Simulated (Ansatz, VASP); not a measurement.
# Two plane-wave programs on NaH

POSCAR

```
NaH
1.0
   -0.3595547457      2.3970316378      2.4809277451
    2.3970316378     -0.3595547457      2.4809277451
    2.0374768921      2.0374768921      0.0000000000
Na H
1 1
Direct
    0.0000000000      0.0000000000      0.0000000000
    0.5000000000      0.5000000000      0.5000000000
```

INCAR.step1

```
PREC     = Accurate       # precision mode
ENCUT    = 520            # plane-wave cutoff, eV
ISMEAR   = -1             # smearing method
SIGMA    = 0.2            # smearing width, eV
LREAL    = False          # projectors in reciprocal space
LASPH    = True           # aspherical terms in the spheres
NELM     = 80             # most SCF steps
NBANDS   = 11             # bands
GGA      = PE             # functional
ALGO     = Normal         # electronic algorithm
EDIFF    = 1E-4           # SCF threshold, eV
LWAVE    = True           # write WAVECAR
LCHARG   = False          # write CHGCAR
```

Contents of INCAR.step2:

```
PREC     = Accurate       # precision mode
ENCUT    = 520            # plane-wave cutoff, eV
EDIFF    = 1E-7           # SCF threshold, eV
ISMEAR   = -1             # smearing method
SIGMA    = 0.2            # smearing width, eV
LREAL    = False          # projectors in reciprocal space
LASPH    = True           # aspherical terms in the spheres
NELM     = 80             # most SCF steps
ALGO     = Normal         # electronic algorithm
ISIF     = 2              # what is computed and relaxed
LWAVE    = False          # write WAVECAR
LCHARG   = False          # write CHGCAR
METAGGA  = R2SCAN         # meta-GGA
LMIXTAU  = True         
NBANDS   = 11             # bands
ISTART   = 1
```

KPOINTS

```
regular mesh
0
Gamma
  8 8 8
```

Input for Ansatz:

```yaml
crystal:
  lattice:
    - [-0.3595547457, 2.3970316378, 2.4809277451]
    - [2.3970316378, -0.3595547457, 2.4809277451]
    - [2.0374768921, 2.0374768921, 0.0]
  atoms:
    - { symbol: Na, position: [0.0, 0.0, 0.0] }
    - { symbol: H, position: [0.5, 0.5, 0.5] }
basis:
  ecutwfc: 520.0
kpoints:
  mp_grid: { grid: [8, 8, 8] }
hamiltonian:
  xc: r2scan
scf:
  occupations: { method: fermi_dirac, width: 0.2 }
output:
  forces: true
  stress: true
  eigenvalues: true
```

Change from the starting cell: engineering shear strain xy -0.3000, normal strain along z +0.0350.

Alike in both runs: task single point; functional r2SCAN; k mesh 8 × 8 × 8; occupations fermi-dirac, width 0.2 eV; no spin polarisation.

```csv
,VASP,Ansatz
version,VASP 6.6.1,Ansatz 0.2.0
potentials or method,"VASP PAW PBE potentials, release 64 (Na_pv, H), cutoff 520 eV","scalar-relativistic, plane waves, PAW"
valence electrons in the cell,8,10
```

VASP gave:

* gap on the k mesh at the Fermi level (eV): 3.06
* least direct gap on the mesh (eV): 4.91
* pressure (GPa): -0.6
* traceless stress, the component that is largest in VASP (GPa): 8.23

Q: Which values does Ansatz return?

A: gap on the k mesh at the Fermi level (eV): 3.05; least direct gap on the mesh (eV): 4.91; pressure (GPa): -0.4; traceless stress, the component that is largest in VASP (GPa): 8.16.

VASP's potentials were made for PBE, not for r2SCAN. VASP's potentials hold 8 valence electrons a cell and Ansatz's 10, so a difference there can come from the potentials and not from the codes.
